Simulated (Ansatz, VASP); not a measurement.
# Cu: VASP beside Ansatz

```
Cu
1.0
     0.00000    1.75940    1.75940
     1.75940    0.00000    1.75940
     1.75940    1.75940    0.00000
Cu
1
Direct
  0.00000 0.00000 0.00000
```

Alike in both runs: functional LDA; k mesh 20 × 20 × 20; occupations fermi-dirac, width 0.15 eV; no spin polarisation.

Ansatz relaxed the structure, and its values are those at the end. VASP's run is a single point on that final structure, the one shown.

```csv
,VASP,Ansatz
version,VASP 6.6.1,Ansatz 0.2.0
potentials or method,"VASP PAW LDA potentials, release 64 (Cu_sv_GW), cutoff 700 eV","scalar-relativistic, plane waves, PAW"
valence electrons in the cell,19,19
```

Ansatz gave:

- gap on the k mesh at the Fermi level (eV): none
- pressure (GPa): 0.0

Q: What did VASP give for the same quantities?

A: gap on the k mesh at the Fermi level (eV): none; pressure (GPa): -4.4.

LDA's correlation is that of Perdew and Zunger in VASP and of Perdew and Wang (1992) in Ansatz. A gap of «none» marks a metal or a gap that the smearing closes. One of these differences is far larger than is usual between the two programs; its cause wasn't traced.
